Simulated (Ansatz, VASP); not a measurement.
## Two plane-wave programs on AgCl

INCAR

```
SYSTEM = AgCl
ALGO     = Normal         ! electronic algorithm
EDIFF    = 1E-8           ! SCF threshold, eV
ENCUT    = 520            ! plane-wave cutoff, eV
GGA      = PS             ! functional
ISIF     = 2              ! what is computed and relaxed
ISMEAR   = -1             ! smearing method
LASPH    = .TRUE.         ! aspherical terms in the spheres
LCHARG   = .FALSE.        ! write CHGCAR
LEFG     = .TRUE.       
LREAL    = .FALSE.        ! projectors in reciprocal space
LWAVE    = .FALSE.        ! write WAVECAR
NBANDS   = 16             ! bands
NELM     = 100            ! most SCF steps
PREC     = Accurate       ! precision mode
SIGMA    = 0.01           ! smearing width, eV
```

Contents of KPOINTS:

```
k-points
0
G
  9 9 9
  0 0 0
```

File POSCAR:

```
AgCl
1.0
    0.0000000000      2.7726629968      2.7726629968
    2.7726629968      0.0000000000      2.7726629968
    2.7726629968      2.7726629968      0.0000000000
Ag Cl
1 1
Direct
    0.0000000000      0.0000000000      0.0000000000
    0.5000000000      0.5000000000      0.5000000000
```

Input for Ansatz:

```yaml
crystal:
  lattice:
    - [0.0, 2.7726629968, 2.7726629968]
    - [2.7726629968, 0.0, 2.7726629968]
    - [2.7726629968, 2.7726629968, 0.0]
  atoms:
    - { symbol: Ag, position: [0.0, 0.0, 0.0] }
    - { symbol: Cl, position: [0.5, 0.5, 0.5] }
kpoints:
  mp_grid: { grid: [9, 9, 9] }
  band_path:
    path:
      - [0.0, 0.0, 0.0]
      - [0.5, 0.0, 0.5]
      - [0.625, 0.25, 0.625]
      - [0.375, 0.375, 0.75]
      - [0.0, 0.0, 0.0]
      - [0.5, 0.5, 0.5]
      - [0.5, 0.25, 0.75]
      - [0.5, 0.0, 0.5]
    npoints: 5
scf:
  occupations: { method: fermi_dirac, width: 0.01 }
hamiltonian:
  xc: pbesol
  pseudopotentials: { kind: paw }
output:
  forces: true
  stress: true
  eigenvalues: true
  efg: { contact_densities: true }
```

Alike in both runs: task electric field gradients; functional PBEsol; k mesh 9 × 9 × 9; occupations fermi-dirac, width 0.01 eV; no spin polarisation.

|  | VASP | Ansatz |
| --- | --- | --- |
| version | VASP 6.6.1 | Ansatz 0.2.0 |
| potentials or method | VASP PAW PBE potentials, release 64 (Ag, Cl) | PAW with Ansatz's default frozen-core files, scalar-relativistic |
| plane-wave cutoff (eV) | 520 | 420 |
| valence electrons in the cell | 18 | 26 |

Ansatz gave:

| Property | Result |
| --- | --- |
| gap on the k mesh at the Fermi level (eV) | 0.78 |
| pressure (GPa) | -2.6 |

Task: What did VASP give for the same quantities?

Result: gap on the k mesh at the Fermi level (eV): 0.78; pressure (GPa): -2.7.

VASP's potentials were made for PBE, not for PBEsol. VASP's potentials hold 18 valence electrons a cell and Ansatz's 26, so a difference there can come from the potentials and not from the codes.
